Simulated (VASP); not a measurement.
TiO2:

```
CELL_PARAMETERS angstrom
4.50594 0.00000 0.00000
0.00000 4.50594 0.00000
0.00000 0.00000 2.89880
ATOMIC_POSITIONS crystal
Ti 0.00000 0.00000 0.50000
Ti 0.50000 0.50000 0.00000
O 0.30432 0.30432 0.50000
O 0.19568 0.80432 0.00000
O 0.80432 0.19568 0.00000
O 0.69568 0.69568 0.50000
```

Program: VASP 6.6.1. Alike in all runs: task single point; potentials or basis VASP PAW PBE potentials, release 64 (Ti_sv, O); no spin polarisation; cell as given; k mesh 6 × 6 × 9; cutoff (eV) 520; smearing fermi-dirac 0.05 eV.

Problem. Order these runs on this cell by their pressure, lowest first.
A. level PBE
B. level PBEsol
C. level revPBE+D3(BJ)
D. level BLYP+D3(BJ)

Solution. B (14.5 GPa), C (17.5 GPa), D (19.5 GPa), A (22.4 GPa).

Caveats: the PAW data sets were made with another functional, which shifts forces and pressure a little (some runs).
